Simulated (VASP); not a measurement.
Crystal: BeV.

```
CELL_PARAMETERS angstrom
0.00000 2.18281 2.18281
2.18281 0.00000 2.18281
2.18281 2.18281 0.00000
ATOMIC_POSITIONS crystal
Be 0.00000 0.00000 0.00000
V 0.50000 0.50000 0.50000
```

* Program: VASP 6.6.1
* Task: relaxation of cell and atoms
* Functional: PBE
* Potentials or basis: VASP PAW PBE potentials, release 64 (Be, V_sv)
* Cutoff: 600 eV
* k mesh: 6 × 6 × 6
* Occupations: gaussian, width 0.1 eV
* Spin: no spin polarisation

At the start: pressure 19.0 GPa; volume 10.40 Å³/atom.

Problem. How do energy, volume and symmetry change on relaxing?

Solution. Over 3 steps the energy falls by 68.7 meV/atom and the volume is 11.67 Å³/atom (+12.2 %); space group Fm-3m (No. 225, to 0.1 Å) before and after.

Step by step:
```tsv
step	energy change (eV)	largest force (eV/Å)	pressure (GPa)	volume (Å³)
1	0.0000	0.0000	18.96	20.80
2	-0.1054	0.0000	-6.78	24.73
3	-0.1375	0.0000	-0.15	23.33
```

Final structure:
```
CELL_PARAMETERS angstrom
0.00000 2.26797 2.26797
2.26797 0.00000 2.26797
2.26797 2.26797 0.00000
ATOMIC_POSITIONS crystal
Be 0.00000 0.00000 0.00000
V 0.50000 0.50000 0.50000
```

Caveat: the k points lie up to 0.40 Å⁻¹ apart in the final cell, too coarse for converged energies and pressures of a metal.
